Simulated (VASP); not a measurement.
A run of VASP 6.6.1:

Contents of INCAR:

```
SYSTEM = Zn
PREC = Accurate
ENCUT = 520
EDIFF = 1E-6
ISMEAR = -1
SIGMA = 0.1
LREAL = .FALSE.
LASPH = .TRUE.
NELM = 60
ALGO = Normal
ISIF = 2
LWAVE = .FALSE.
LCHARG = .FALSE.
GGA = RE
NBANDS = 19
```

File KPOINTS:

```
regular mesh
0
G
  15 15 15
  0 0 0
```

POSCAR

```
Zn
1.0
    0.0000000000      2.9654737158      2.9654737158
    2.9654737158      0.0000000000      2.9654737158
    2.9654737158      2.9654737158      0.0000000000
Zn
2
Direct
    0.1250000000      0.1250000000      0.1250000000
    0.8750000000      0.8750000000      0.8750000000
```

Potentials or basis: VASP PAW PBE potentials, release 64 (Zn).

Command:

```console
$ cat potpaw_PBE.64/Zn/POTCAR > POTCAR
$ mpirun -np 1 vasp_std > vasp.out
```

Hardware: 1 thread of Intel(R) Xeon(R) Platinum 8259CL CPU @ 2.50GHz (Skylake/Cascade Lake), on a shared host.

How long does it take, and how much memory?

Run time: 68 s on 1 thread of Intel(R) Xeon(R) Platinum 8259CL CPU @ 2.50GHz (Skylake/Cascade Lake), with other jobs on the host, peak memory 0.23 GiB. Counts: scf iterations 11, k points 120.
